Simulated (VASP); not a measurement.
# Ca (Pm-3m) in VASP: notebook

The runs below take Ca through single point, with PBE.

Everything below comes from runs of VASP 6.6.1. Logs are shortened: lines on timing, memory, paths and dates and some standing lists are left out, and cuts for length are marked.

## Step 1: The cell of the first run

It takes space group Pm-3m (No. 221, cubic). The conventional cell has a = 3.378 Å, b = 3.378 Å, c = 3.378 Å, α = 90.00°, β = 90.00°, γ = 90.00°. Ca (site symmetry m-3m) has 6 Ca at 3.38 Å within 4.4 Å.

This isn't the form of Ca at room conditions, which is fcc.

## Step 2: Single point, PBE (38.54 Å³/atom)

File INCAR:

```
PREC = Accurate
ENCUT = 520
EDIFF = 1E-6
ISMEAR = -1
SIGMA = 0.1
LREAL = False
LASPH = True
NELM = 100
ALGO = Normal
ISIF = 2
LWAVE = False
LCHARG = True
GGA = PE
LELF = True
LVHAR = True
NBANDS = 11
```

File KPOINTS:

```
regular mesh
0
Gamma
  15 15 15
```

File POSCAR:

```
Ca
1.0
    3.3779356145      0.0000000000      0.0000000000
    0.0000000000      3.3779356145      0.0000000000
    0.0000000000      0.0000000000      3.3779356145
Ca
1
Direct
    0.0000000000      0.0000000000      0.0000000000
```

Potentials or basis: VASP PAW PBE potentials, release 64 (Ca_sv).

Started as:

```
$ cat potpaw_PBE.64/Ca_sv/POTCAR > POTCAR
$ mpirun -np 1 vasp_std > vasp.out
```

OUTCAR:

```text
PREC = Accurate
   ENCUT = 520
   EDIFF = 1E-6
   ISMEAR = -1
   LREAL = False
   LASPH = True
   NELM = 100
   ISIF = 2
   GGA = PE

 ion  position               nearest neighbor table
   1  0.000  0.000  0.000-

  LATTYP: Found a simple cubic cell.
 ALAT       =     3.3779356145

  Lattice vectors:

 A1 = (   3.3779356145,   0.0000000000,   0.0000000000)
 A2 = (   0.0000000000,   3.3779356145,   0.0000000000)
 A3 = (   0.0000000000,   0.0000000000,   3.3779356145)

Analysis of symmetry for initial positions (statically):
=====================================================================
 Subroutine PRICEL returns:
 Original cell was already a primitive cell.

 Routine SETGRP: Setting up the symmetry group for a
 simple cubic supercell.

 Subroutine GETGRP returns: Found 48 space group operations
 (whereof 48 operations were pure point group operations)
 out of a pool of 48 trial point group operations.

The static configuration has the point symmetry O_h .

Analysis of symmetry for dynamics (positions and initial velocities):
=====================================================================
 Subroutine PRICEL returns:
 Original cell was already a primitive cell.

 Routine SETGRP: Setting up the symmetry group for a
 simple cubic supercell.

 Subroutine GETGRP returns: Found 48 space group operations
 (whereof 48 operations were pure point group operations)
 out of a pool of 48 trial point group operations.

The dynamic configuration has the point symmetry O_h .

 Subroutine INISYM returns: Found 48 space group operations
 (whereof 48 operations are pure point group operations),
 and found     1 'primitive' translations

----------------------------------------------------------------------------------------

                                     Primitive cell

  volume of cell :      38.5438

  direct lattice vectors                    reciprocal lattice vectors
     3.377935615  0.000000000  0.000000000     0.296038798  0.000000000  0.000000000
     0.000000000  3.377935615  0.000000000     0.000000000  0.296038798  0.000000000
     0.000000000  0.000000000  3.377935615     0.000000000  0.000000000  0.296038798

  length of vectors
     3.377935615  3.377935615  3.377935615     0.296038798  0.296038798  0.296038798

  position of ions in fractional coordinates (direct lattice)
     0.000000000  0.000000000  0.000000000

  ion indices of the primitive-cell ions
   primitive index   ion index
                 1           1

----------------------------------------------------------------------------------------

 KPOINTS: regular mesh

Automatic generation of k-mesh.
 Grid dimensions read from file:
 generate k-points for:   15   15   15

 Generating k-lattice:

  Cartesian coordinates                     Fractional coordinates (reciprocal lattice)
     0.019735920  0.000000000  0.000000000     0.066666667  0.000000000  0.000000000
     0.000000000  0.019735920  0.000000000     0.000000000  0.066666667  0.000000000
     0.000000000  0.000000000  0.019735920     0.000000000  0.000000000  0.066666667

  Length of vectors
     0.019735920  0.019735920  0.019735920

  Shift w.r.t. Gamma in fractional coordinates (k-lattice)
     0.000000000  0.000000000  0.000000000

 Subroutine IBZKPT returns following result:
 ===========================================

 Found    120 irreducible k-points:

 Following reciprocal coordinates:
            Coordinates               Weight
  0.000000  0.000000  0.000000      1.000000
  0.066667  0.000000  0.000000      6.000000
  0.133333  0.000000  0.000000      6.000000
  0.200000  0.000000  0.000000      6.000000
  0.266667  0.000000  0.000000      6.000000
  0.333333  0.000000  0.000000      6.000000
[... 16 lines left out ...]
  0.266667  0.200000  0.000000     24.000000
  0.333333  0.200000  0.000000     24.000000
 [... further k-points ...]
   k-points           NKPTS =    120   k-points in BZ     NKDIM =    120   number of bands    NBANDS=     11
   number of dos      NEDOS =    301   number of ions     NIONS =      1
   total plane-waves  NPLWV =  21952
   dimension x,y,z NGX =    28 NGY =   28 NGZ =   28
   dimension x,y,z NGXF=    56 NGYF=   56 NGZF=   56
   ions per type =               1
   NGX,Y,Z   is equivalent  to a cutoff of  13.78, 13.78, 13.78 a.u.
   NGXF,Y,Z  is equivalent  to a cutoff of  27.56, 27.56, 27.56 a.u.
 SYSTEM =  unknown system
   PREC   = accura    normal or accurate (medium, high low for compatibility)
   ISTART =      0    job   : 0-new  1-cont  2-samecut
   ICHARG =      2    charge: 1-file 2-atom 10-const
   ISPIN  =      1    spin polarized calculation?
   LNONCOLLINEAR =      F non collinear calculations
   LSORBIT =      F    spin-orbit coupling
   LASPH  =      T    aspherical Exc in radial PAW
   ENCUT  =  520.0 eV  38.22 Ry    6.18 a.u.   6.28  6.28  6.28*2*pi/ulx,y,z
   NELM   =    100;   NELMIN=  2; NELMDL= -5     # of ELM steps
   EDIFF  = 0.1E-05   stopping-criterion for ELM
   LREAL  =      F    real-space projection
   EDIFFG = 0.1E-04   stopping-criterion for IOM
   NSW    =      0    number of steps for IOM
   IBRION =     -1    ionic relax: 0-MD 1-quasi-New 2-CG
   NFREE  =      0    steps in history (QN), initial steepest desc. (CG)
   ISIF   =      2    stress and relaxation
   ISYM   =      2    0-nonsym 1-usesym 2-fastsym
   POTIM  = 0.5000    time-step for ionic-motion
   TEBEG  =    0.0;   TEEND  =   0.0 temperature during run
   PSTRESS=    0.0 pullay stress
   NELECT =      10.0000    total number of electrons
   NUPDOWN=      -1.0000    fix difference up-down
   EMIN   =  10.00;   EMAX   =-10.00  energy-range for DOS
   EFERMI =   0.00;   METHOD = LEGACY
   ISMEAR =    -1;   SIGMA  =   0.10  broadening in eV -4-tet -1-fermi 0-gaus
   EFERMI_NEDOS =   21; number of points for ismear=-14 and -15
   IALGO  =     38    algorithm
   IMIX   =      4    mixing-type and parameters
     AMIX     =   0.40;   BMIX     =  1.00
     AMIX_MAG =   1.60;   BMIX_MAG =  1.00
  volume/ion in A,a.u.               =      38.54       260.11
  Fermi-wavevector in a.u.,A,eV,Ry     =   1.044135  1.973130 14.833325  1.090219
  Thomas-Fermi vector in A             =   2.178875
   LORBIT       =      0    0 simple, 1 ext, 2 COOP (PROOUT), +10 PAW based schemes
   GGA     = PE    functional components
   LHFCALC =     F    Hartree Fock is set to
   AEXX    =    0.0000 exact exchange contribution
   IVDW    =     0    specifies the selected vdW correction
   LEPSILON=     F    determine dielectric tensor
   LRPA    =     F    only Hartree local field effects (RPA)
 non-spin polarized calculation
  energy-cutoff  :      520.00
  volume of cell :       38.54
 maximum number of plane-waves:      1058
 NGX is ok and might be reduce to    28
   NGX = 13   NGY = 13   NGZ = 13

 number of electron      10.0000002 magnetization

 Free energy of the ion-electron system (eV)
  ---------------------------------------------------
  ext. energy  EPLUGINS =         0.00000000
  ---------------------------------------------------
  free energy    TOTEN  =        -1.52689925 eV

  energy without entropy =       -1.49918902  energy(sigma->0) =       -1.51304414

 E-fermi :   2.2296     XC(G=0):  -7.9973

 val. band max:        2.2039098107   @ k =   0.4667   0.4000   0.2667
 cond. band min:       2.2305940382   @ k =   0.4667   0.4667   0.2667
 fundamental gap:      0.0266842276
 Fermi energy:         2.2295798086

 k-point     1 :       0.0000    0.0000    0.0000
  band No.  band energies     occupation
      1     -39.7723      2.00000
      2     -20.6276      2.00000
      3     -20.6276      2.00000
      4     -20.6276      2.00000
      5      -1.7706      2.00000
      6       3.0478      0.00056
      7       3.0478      0.00056
      8       6.7102      0.00000
      9       6.7102      0.00000
     10       6.7102      0.00000
     11      11.6206      0.00000

 k-point     2 :       0.0667    0.0000    0.0000
  band No.  band energies     occupation
      1     -39.7710      2.00000
      2     -20.6412      2.00000
      3     -20.6264      2.00000
      4     -20.6264      2.00000
      5      -1.7012      2.00000
      6       3.0695      0.00045
      7       3.0756      0.00042
      8       6.6268      0.00000
      9       6.6268      0.00000
     10       6.7157      0.00000
     11      11.1422      0.00000

 k-point     3 :       0.1333    0.0000    0.0000
  band No.  band energies     occupation
      1     -39.7674      2.00000
      2     -20.6794      2.00000
      3     -20.6232      2.00000
      4     -20.6232      2.00000
      5      -1.4963      2.00000
      6       3.1318      0.00024
      7       3.1420      0.00022
      8       6.4087      0.00000
      9       6.4087      0.00000
     10       6.7311      0.00000
     11      10.2048      0.00000

 k-point     4 :       0.2000    0.0000    0.0000
  band No.  band energies     occupation
      1     -39.7621      2.00000
      2     -20.7352      2.00000
      3     -20.6184      2.00000
      4     -20.6184      2.00000
      5      -1.1661      2.00000
      6       3.1933      0.00013
      7       3.2269      0.00009
      8       6.1244      0.00000
      9       6.1244      0.00000
     10       6.7540      0.00000
     11       9.2895      0.00000

 k-point     5 :       0.2667    0.0000    0.0000
  band No.  band energies     occupation
      1     -39.7561      2.00000
      2     -20.7985      2.00000
      3     -20.6129      2.00000
      4     -20.6129      2.00000
      5      -0.7255      2.00000
      6       3.1401      0.00022
      7       3.3412      0.00003
      8       5.8368      0.00000
      9       5.8368      0.00000
     10       6.7805      0.00000
     11       8.5935      0.00000

 k-point     6 :       0.3333    0.0000    0.0000
  band No.  band energies     occupation
      1     -39.7502      2.00000
      2     -20.8584      2.00000
      3     -20.6076      2.00000
      4     -20.6076      2.00000
      5      -0.1945      2.00000
      6       2.8946      0.00258
      7       3.4563      0.00001
      8       5.5903      0.00000
      9       5.5903      0.00000
     10       6.8061      0.00000
     11       8.2021      0.00000

 k-point     7 :       0.4000    0.0000    0.0000
  band No.  band energies     occupation
      1     -39.7457      2.00000
      2     -20.9047      2.00000
      3     -20.6035      2.00000
      4     -20.6035      2.00000
      5       0.3979      2.00000
      6       2.4494      0.19983
      7       3.5506      0.00000
      8       5.4127      0.00000
      9       5.4127      0.00000
     10       6.8262      0.00000
     11       8.0777      0.00000

 k-point     8 :       0.4667    0.0000    0.0000
  band No.  band energies     occupation
      1     -39.7432      2.00000
      2     -20.9299      2.00000
      3     -20.6012      2.00000
      4     -20.6012      2.00000
      5       0.9716      1.99999
      6       1.9263      1.90802
      7       3.6041      0.00000
      8       5.3202      0.00000
      9       5.3202      0.00000
     10       6.8373      0.00000
     11       8.0780      0.00000
[... 141 lines left out ...]
 k-point    19 :       0.3333    0.1333    0.0000
  band No.  band energies     occupation
      1     -39.7455      2.00000
      2     -20.8521      2.00000
      3     -20.6573      2.00000
      4     -20.6034      2.00000
      5       0.0454      2.00000
      6       2.9916      0.00098
      7       3.5968      0.00000
      8       5.3058      0.00000
      9       5.6357      0.00000
     10       6.5614      0.00000
     11       8.4053      0.00000

 k-point    20 :       0.4000    0.1333    0.0000
  band No.  band energies     occupation
      1     -39.7409      2.00000
      2     -20.8981      2.00000
      3     -20.6528      2.00000
      4     -20.5993      2.00000
      5       0.6286      2.00000
      6       2.5319      0.09277
      7       3.7004      0.00000
      8       5.2352      0.00000
      9       5.4632      0.00000
     10       6.5874      0.00000
     11       8.1511      0.00000

 k-point    21 :       0.4667    0.1333    0.0000
  band No.  band energies     occupation
      1     -39.7385      2.00000
      2     -20.9231      2.00000
      3     -20.6504      2.00000
      4     -20.5970      2.00000
      5       1.2287      1.99991
      6       1.9714      1.85936
      7       3.7624      0.00000
      8       5.2010      0.00000
      9       5.3730      0.00000
     10       6.6019      0.00000
     11       8.0720      0.00000

 k-point    22 :       0.2000    0.2000    0.0000
  band No.  band energies     occupation
      1     -39.7521      2.00000
      2     -20.7282      2.00000
      3     -20.7200      2.00000
      4     -20.6094      2.00000
      5      -0.5903      2.00000
      6       3.3197      0.00004
      7       3.5251      0.00000
      8       5.3923      0.00000
      9       6.1047      0.00000
     10       6.3169      0.00000
     11       9.8592      0.00000

 k-point    23 :       0.2667    0.2000    0.0000
  band No.  band energies     occupation
      1     -39.7461      2.00000
      2     -20.7866      2.00000
      3     -20.7172      2.00000
      4     -20.6039      2.00000
      5      -0.1750      2.00000
      6       3.2902      0.00005
      7       3.6646      0.00000
      8       5.1426      0.00000
      9       5.9055      0.00000
     10       6.2912      0.00000
     11       9.1650      0.00000

 k-point    24 :       0.3333    0.2000    0.0000
  band No.  band energies     occupation
      1     -39.7403      2.00000
      2     -20.8453      2.00000
      3     -20.7110      2.00000
      4     -20.5988      2.00000
      5       0.3224      2.00000
      6       3.0588      0.00050
      7       3.7822      0.00000
      8       5.0616      0.00000
      9       5.6850      0.00000
     10       6.3205      0.00000
     11       8.5657      0.00000

 [... further k-points ...]
[... 5 lines left out ...]
  --------------------------------------------------------------------------------------
  -------------------------------------------------------------------------------------
  Total        0.4059667      0.4059667      0.4059667      0.0000000      0.0000000      0.0000000
  in kB       16.8751193     16.8751193     16.8751193      0.0000000      0.0000000      0.0000000
  external PRESSURE =      16.8751193 kB  Pullay stress =       0.0000000 kB

 VOLUME and BASIS-vectors are now :
 -----------------------------------------------------------------------------
  energy-cutoff  :      520.00
  volume of cell :       38.54
      direct lattice vectors                 reciprocal lattice vectors
     3.377935615  0.000000000  0.000000000     0.296038798  0.000000000  0.000000000
     0.000000000  3.377935615  0.000000000     0.000000000  0.296038798  0.000000000
     0.000000000  0.000000000  3.377935615     0.000000000  0.000000000  0.296038798

 POSITION                                       TOTAL-FORCE (eV/Angst)
 -----------------------------------------------------------------------------------
      0.00000      0.00000      0.00000         0.000000      0.000000      0.000000
 -----------------------------------------------------------------------------------
    total drift:                               -0.000000     -0.000000     -0.000000

  FREE ENERGIE OF THE ION-ELECTRON SYSTEM (eV)
  ---------------------------------------------------
  free  energy   TOTEN  =        -1.5268992534 eV

  energy  without entropy=       -1.4991890196  energy(sigma->0) =       -1.51304414
```

Wall time 15 s (1 thread of Intel Xeon 6975P-C (Granite Rapids), shared host); peak memory 0.19 GiB.

Results:

```yaml
Free_energy: -1.5269 eV
Pressure: 1.7 GPa
Band_gap_on_the_k_mesh: zero (bands 5 and 6 overlap by 0.89 eV)
```

Levels at points of the mesh, in eV from the Fermi level:
| k point | band 3 | band 4 | band 5 | band 6 | band 7 | band 8 |
| --- | --- | --- | --- | --- | --- | --- |
| (0.00, 0.00, 0.00) | -22.86 | -22.86 | -4.00 | 0.82 | 0.82 | 4.48 |

## Step 3: Single point, PBE (40.30 Å³/atom)

This run uses another cell than the first one, of 40.30 Å³/atom.

File INCAR:

```
  PREC = Accurate
  ENCUT = 520
  EDIFF = 1E-6
  ISMEAR = -1
  SIGMA = 0.1
  LREAL = False
  LASPH = True
  NELM = 60
  ALGO = Normal
  ISIF = 2
  LWAVE = False
  LCHARG = False
  GGA = PE
  NBANDS = 11
```

File KPOINTS:

```
Automatic mesh
0
Gamma
  15 15 15
```

File POSCAR:

```
Ca
1.0
    3.4283599980      0.0000000000      0.0000000000
    0.0000000000      3.4283599980      0.0000000000
    0.0000000000      0.0000000000      3.4283599980
Ca
1
Direct
    0.0000000000      0.0000000000      0.0000000000
```

Potentials or basis: VASP PAW PBE potentials, release 64 (Ca_sv).

Started as:

```
$ cat potpaw_PBE.64/Ca_sv/POTCAR > POTCAR
$ mpirun -np 1 vasp_std > vasp.out
```

Run time: 14 s. Hardware: 1 thread of Intel Xeon 6975P-C (Granite Rapids), shared host; peak memory 0.19 GiB.

It converged, with:

- Free energy: -1.5421 eV
- Pressure: 1.0 GPa
- Band gap on the k mesh: zero (bands 5 and 6 overlap by 0.95 eV)

Levels at points of the mesh, in eV from the Fermi level:
```
           k point  band 3  band 4  band 5  band 6  band 7  band 8
(0.00, 0.00, 0.00)  -22.95  -22.95   -3.94    0.82    0.82    4.32
```
